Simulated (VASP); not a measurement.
Here is a VASP 6.6.1 calculation.

File INCAR:

```
PREC = Accurate ; ENCUT = 600
EDIFF = 1E-6 ; ISMEAR = 0
SIGMA = 0.02 ; LREAL = F
LASPH = T ; NELM = 80
ALGO = Normal ; ISIF = 3
LWAVE = F ; LCHARG = F
GGA = PE ; IBRION = 2
NSW = 80 ; EDIFFG = -0.01
```

File KPOINTS:

```
regular mesh
0
Gamma
  12 12 6
```

File POSCAR:

```
PbO2
1.0
    3.4092052734      0.0000000000      0.0000000000
   -1.7046026367      2.9524583735      0.0000000000
    0.0000000000      0.0000000000      5.4841308909
Pb O
1 2
Direct
    0.0000000000      0.0000000000      0.0000000000
    0.6666666667      0.3333333333      0.8056911249
    0.3333333333      0.6666666667      0.1943088751
```

Potentials or basis: VASP PAW PBE potentials, release 64 (Pb_d, O).

Run with:

```console
$ cat potpaw_PBE.64/Pb_d/POTCAR potpaw_PBE.64/O/POTCAR > POTCAR
$ mpirun -np 1 vasp_std > vasp.out
```

(1) Estimate the relaxed volume.

(2) Predict the band gap on the k mesh.

(3) Predict the space group after relaxing (to 0.1 Å).

Answers

(1) 17.17 Å³/atom.

(2) 0.74 eV (least direct gap 0.92 eV).

(3) P-3m1 (No. 164).

Caveat: spin-orbit coupling is left out, which moves the levels of the heavy elements.
